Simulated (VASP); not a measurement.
# LuH2 (Fm-3m) in VASP: a series of runs

LuH2 is run at these levels: PBEsol; tasks: relaxation of cell and atoms.

Program: VASP 6.6.1. These are calculated values, not measurements. Logs are shortened: lines on timing, memory, paths and dates and some standing lists are left out, and cuts for length are marked.

**1. The cell of the first run**

Symmetry: Fm-3m, No. 225, cubic system. Conventional cell: a = 4.959 Å, b = 4.959 Å, c = 4.959 Å, α = 90.00°, β = 90.00°, γ = 90.00°. Lu (site symmetry m-3m) has 8 H at 2.15 Å within 2.8 Å. H (site symmetry -43m) has 4 Lu at 2.15 Å and 6 H at 2.48 Å within 2.8 Å.

**2. Relaxation of cell and atoms, PBEsol, target pressure 1 GPa, at which the enthalpy is minimised**

The input, INCAR:

```
SYSTEM = LuH2
PREC = Accurate
ENCUT = 600
EDIFF = 1E-6
ISMEAR = -1
SIGMA = 0.1
LREAL = .FALSE.
LASPH = .TRUE.
NELM = 60
ALGO = Normal
ISIF = 3
LWAVE = .FALSE.
LCHARG = .FALSE.
GGA = PS
IBRION = 2
NSW = 100
EDIFFG = -0.002
PSTRESS = 10.0
```

The input, KPOINTS:

```
Automatic mesh
0
G
  14 14 14
  0 0 0
```

The input, POSCAR:

```
LuH2
1.0
    0.0000000000      2.4795139380      2.4795139380
    2.4795139380      0.0000000000      2.4795139380
    2.4795139380      2.4795139380      0.0000000000
Lu H
1 2
Direct
    0.0000000000      0.0000000000      0.0000000000
    0.2500000000      0.2500000000      0.2500000000
    0.7500000000      0.7500000000      0.7500000000
```

Potentials or basis: VASP PAW PBE potentials, release 64 (Lu, H).

Run with:

```console
$ cat potpaw_PBE.64/Lu/POTCAR potpaw_PBE.64/H/POTCAR > POTCAR
$ mpirun -np 1 vasp_std > vasp.out
```

OUTCAR:

```text
SYSTEM = LuH2
   PREC = Accurate
   ENCUT = 600
   EDIFF = 1E-6
   ISMEAR = -1
   LREAL = .FALSE.
   LASPH = .TRUE.
   NELM = 60
   ISIF = 3
   GGA = PS
   IBRION = 2
   NSW = 100
   EDIFFG = -0.002
   PSTRESS = 10.0

 ion  position               nearest neighbor table
   1  0.000  0.000  0.000-   3 2.15   3 2.15   3 2.15   2 2.15   3 2.15   2 2.15   2 2.15   2 2.15

   2  0.250  0.250  0.250-   1 2.15   1 2.15   1 2.15   1 2.15
   3  0.750  0.750  0.750-   1 2.15   1 2.15   1 2.15   1 2.15

  LATTYP: Found a face centered cubic cell.
 ALAT       =     4.9590278760

  Lattice vectors:

 A1 = (   0.0000000000,   2.4795139380,   2.4795139380)
 A2 = (   2.4795139380,   0.0000000000,   2.4795139380)
 A3 = (   2.4795139380,   2.4795139380,   0.0000000000)

Analysis of symmetry for initial positions (statically):
=====================================================================
 Subroutine PRICEL returns:
 Original cell was already a primitive cell.

 Routine SETGRP: Setting up the symmetry group for a
 face centered cubic supercell.

 Subroutine GETGRP returns: Found 48 space group operations
 (whereof 48 operations were pure point group operations)
 out of a pool of 48 trial point group operations.

The static configuration has the point symmetry O_h .

Analysis of symmetry for dynamics (positions and initial velocities):
=====================================================================
 Subroutine PRICEL returns:
 Original cell was already a primitive cell.

 Routine SETGRP: Setting up the symmetry group for a
 face centered cubic supercell.

 Subroutine GETGRP returns: Found 48 space group operations
 (whereof 48 operations were pure point group operations)
 out of a pool of 48 trial point group operations.

The dynamic configuration has the point symmetry O_h .

 Subroutine INISYM returns: Found 48 space group operations
 (whereof 48 operations are pure point group operations),
 and found     1 'primitive' translations

----------------------------------------------------------------------------------------

                                     Primitive cell

  volume of cell :      30.4881
[... 637 lines left out ...]
  in kB        3.6330845      3.6330845      3.6330845     -0.0000000     -0.0000000     -0.0000000
  external PRESSURE =      -6.3669155 kB  Pullay stress =      10.0000000 kB

 VOLUME and BASIS-vectors are now :
 -----------------------------------------------------------------------------
  energy-cutoff  :      600.00
  volume of cell :       30.49
      direct lattice vectors                 reciprocal lattice vectors
     0.000000000  2.479513938  2.479513938    -0.201652426  0.201652426  0.201652426
     2.479513938  0.000000000  2.479513938     0.201652426 -0.201652426  0.201652426
     2.479513938  2.479513938  0.000000000     0.201652426  0.201652426 -0.201652426

 POSITION                                       TOTAL-FORCE (eV/Angst)
 -----------------------------------------------------------------------------------
      0.00000      0.00000      0.00000        -0.000000     -0.000000     -0.000000
      1.23976      1.23976      1.23976        -0.000000     -0.000000     -0.000000
      3.71927      3.71927      3.71927         0.000000      0.000000      0.000000
 -----------------------------------------------------------------------------------
    total drift:                               -0.000000     -0.000000      0.000000

  FREE ENERGIE OF THE ION-ELECTRON SYSTEM (eV)
  ---------------------------------------------------
  free  energy   TOTEN  =       -13.7104522579 eV

  energy  without entropy=      -13.6907028236  energy(sigma->0) =      -13.70057754

  enthalpy is  TOTEN    =       -13.5201608957 eV   P V=        0.1902913622

--------------------------------------- Ionic step        2  -------------------------------------------

 number of electron      26.9999996 magnetization

 Free energy of the ion-electron system (eV)
  ---------------------------------------------------
  ext. energy  EPLUGINS =         0.00000000
  ---------------------------------------------------
  free energy    TOTEN  =       -13.70966845 eV

  energy without entropy =      -13.68998286  energy(sigma->0) =      -13.69982566

 E-fermi :   2.6941     XC(G=0): -11.4390

 val. band max:        2.6327479486   @ k =  -0.3571   0.2143   0.0000
 cond. band min:       2.7110172518   @ k =   0.4286   0.2143   0.0000
 fundamental gap:      0.0782693032
 Fermi energy:         2.6940530365

 k-point     1 :       0.0000    0.0000    0.0000
  band No.  band energies     occupation
      1     -53.2745      2.00000
      2     -23.7700      2.00000
      3     -23.7700      2.00000
      4     -23.7700      2.00000
      5      -6.7685      2.00000
      6      -2.4158      2.00000
[... 459 lines left out ...]
      6      -2.4519      2.00000
[... 9 lines left out ...]
     16       5.8031      0.00000
     17       7.7689      0.00000

 [... further k-points ...]

------------------------ aborting loop because EDIFF is reached ----------------------------------------

  FORCE on cell =-STRESS in cart. coord.  units (eV):
  Direction    XX          YY          ZZ          XY          YZ          ZX
  --------------------------------------------------------------------------------------
  -------------------------------------------------------------------------------------
  Total        0.1880667      0.1880667      0.1880667     -0.0000000     -0.0000000     -0.0000000
  in kB        9.9410847      9.9410847      9.9410847     -0.0000000     -0.0000000     -0.0000000
  external PRESSURE =      -0.0589153 kB  Pullay stress =      10.0000000 kB

 VOLUME and BASIS-vectors are now :
 -----------------------------------------------------------------------------
  energy-cutoff  :      600.00
  volume of cell :       30.31
      direct lattice vectors                 reciprocal lattice vectors
    -0.000000000  2.474683076  2.474683076    -0.202046074  0.202046074  0.202046074
     2.474683076 -0.000000000  2.474683076     0.202046074 -0.202046074  0.202046074
     2.474683076  2.474683076 -0.000000000     0.202046074  0.202046074 -0.202046074

 POSITION                                       TOTAL-FORCE (eV/Angst)
 -----------------------------------------------------------------------------------
      4.94937      4.94937      4.94937         0.000000      0.000000      0.000000
      1.23734      1.23734      1.23734        -0.000000     -0.000000      0.000000
      3.71202      3.71202      3.71202        -0.000000      0.000000     -0.000000
 -----------------------------------------------------------------------------------
    total drift:                                0.000000      0.000000      0.000000

  FREE ENERGIE OF THE ION-ELECTRON SYSTEM (eV)
  ---------------------------------------------------
  free  energy   TOTEN  =       -13.7096684532 eV

  energy  without entropy=      -13.6899828649  energy(sigma->0) =      -13.69982566

  enthalpy is  TOTEN    =       -13.5204871652 eV   P V=        0.1891812880

 reached required accuracy - stopping structural energy minimisation
```

CONTCAR:

```text
LuH2
   1.00000000000000
    -0.0000000000000000    2.4746830757290428    2.4746830757290428
     2.4746830757290428   -0.0000000000000000    2.4746830757290428
     2.4746830757290428    2.4746830757290428   -0.0000000000000000
  Lu              H
     1     2
Direct
     1.0000000000000000    1.0000000000000000    1.0000000000000000
     0.2500000000000000    0.2500000000000000    0.2500000000000000
     0.7500000000000000    0.7500000000000000    0.7500000000000000

  0.00000000E+00  0.00000000E+00  0.00000000E+00
  0.00000000E+00  0.00000000E+00  0.00000000E+00
  0.00000000E+00  0.00000000E+00  0.00000000E+00
```

Wall time 51 s (1 thread of Intel Xeon 6975P-C (Granite Rapids), shared host); peak memory 0.22 GiB.

Results:

* Free energy: -13.7097 eV
* Relaxed volume: 10.10 Å³/atom
* Relaxed cell: a = 3.500 Å, b = 3.500 Å, c = 3.500 Å, α = 60.00°, β = 60.00°, γ = 60.00°
* Space group after relaxing (to 0.1 Å): Fm-3m (No. 225)
* Energy change on relaxing (the run minimises the enthalpy): +0.3 meV/atom
* Ionic steps: 2
* Pressure after relaxing: 1.0 GPa
* Band gap on the k mesh: zero (an odd number of electrons rules out a gap without spin polarisation)

Step by step:
```tsv
step	energy change (eV)	largest force (eV/Å)	pressure (GPa)	volume (Å³)
1	0.0000	0.0000	0.36	30.49
2	0.0008	0.0000	0.99	30.31
```

Final structure:
```cif
data_structure
_symmetry_space_group_name_H-M 'P 1'
_symmetry_Int_Tables_number 1
_cell_length_a 3.4997
_cell_length_b 3.4997
_cell_length_c 3.4997
_cell_angle_alpha 60.000
_cell_angle_beta 60.000
_cell_angle_gamma 60.000
_cell_volume 30.31
loop_
_atom_site_label
_atom_site_type_symbol
_atom_site_fract_x
_atom_site_fract_y
_atom_site_fract_z
_atom_site_occupancy
Lu1 Lu 0.00000 0.00000 0.00000 1
H1 H 0.25000 0.25000 0.25000 1
H2 H 0.75000 0.75000 0.75000 1
```

Caveat: the cell is relaxed towards a set pressure, so the run minimises the enthalpy, not the energy; the PAW data sets were made with another functional, which shifts forces and pressure a little; spin-orbit coupling is left out, which moves the levels of the heavy elements.

[end of part 1 of 3]
